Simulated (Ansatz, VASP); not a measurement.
**Ni in VASP and in Ansatz**

```xyz
1
Lattice="-0.0177 1.7591 1.7591 1.7591 -0.0177 1.7591 1.7591 1.7591 -0.0177" Properties=species:S:1:pos:R:3 pbc="T T T"
Ni    0.0000    0.0000    0.0000
```

Change from the starting cell: equal xy, yz and zx shear strains of -1 %, PAW files.

Alike in both runs: task electric field gradients; functional LDA; k mesh 20 × 20 × 20; occupations fermi-dirac, width 0.05 eV; collinear spin.

```csv
,VASP,Ansatz
version,VASP 6.6.1,Ansatz 0.2.0
potentials or method,"VASP PAW LDA potentials, release 64 (Ni)","PAW with Ansatz's default frozen-core files, scalar-relativistic"
plane-wave cutoff (eV),520,420
valence electrons in the cell,10,18
```

|  | VASP | Ansatz | Ansatz less VASP |
| --- | --- | --- | --- |
| pressure (GPa) | -19.2 | -19.4 | -0.18 |
| traceless stress, the component that is largest in VASP (GPa) | 1.10 | 1.13 | +0.030 |
| net moment per atom (μB) | 0.61 | 0.63 | +0.016 |
| size of the moment on the site where the two differ most (μB) | 0.62 | 0.66 | +0.039 |
| size of Vzz on the site where it differs most (V/Å²) | 0.3 | 0.8 | +0.46 |

LDA's correlation is that of Perdew and Zunger in VASP and of Perdew and Wang (1992) in Ansatz. Site moments also hang on the region over which each program counts them. VASP's potentials hold 10 valence electrons a cell and Ansatz's 18, so a difference there can come from the potentials and not from the codes.
